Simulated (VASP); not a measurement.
The system is Zr.

```xyz
2
Lattice="3.2320 0.0000 0.0000 -1.6160 2.7990 0.0000 0.0000 0.0000 5.1470" Properties=species:S:1:pos:R:3 pbc="T T T"
Zr    0.0000    1.8660    1.2868
Zr    1.6160    0.9330    3.8603
```

```yaml
Program: VASP 6.6.1
Task: relaxation of cell and atoms
Functional: LDA
Potentials_or_basis: VASP PAW LDA potentials, release 64 (Zr_sv)
Cutoff: 600 eV
k_mesh: 15 × 15 × 9
Occupations: fermi-dirac, width 0.05 eV
Spin: no spin polarisation
```

At the start: pressure -6.0 GPa; volume 23.28 Å³/atom.

Problem. How do energy, volume and symmetry change on relaxing?

Solution. Over 6 steps the energy falls by 28.7 meV/atom and the volume is 21.82 Å³/atom (-6.3 %); space group P6_3/mmc (No. 194, to 0.1 Å) before and after.

The path:
```tsv
step	energy change (eV)	largest force (eV/Å)	pressure (GPa)	volume (Å³)
1	0.0000	0.0000	-5.98	46.56
2	0.0053	0.0000	7.50	40.95
3	-0.0560	0.0000	-0.04	43.73
4	-0.0560	0.0000	0.08	43.67
5	-0.0571	0.0000	0.05	43.65
6	-0.0575	0.0000	0.03	43.63
```

Final structure:
```cif
data_structure
_symmetry_space_group_name_H-M 'P 1'
_symmetry_Int_Tables_number 1
_cell_length_a 3.1464
_cell_length_b 3.1464
_cell_length_c 5.0892
_cell_angle_alpha 90.000
_cell_angle_beta 90.000
_cell_angle_gamma 120.000
_cell_volume 43.63
loop_
_atom_site_label
_atom_site_type_symbol
_atom_site_fract_x
_atom_site_fract_y
_atom_site_fract_z
_atom_site_occupancy
Zr1 Zr 0.33333 0.66667 0.25000 1
Zr2 Zr 0.66667 0.33333 0.75000 1
```
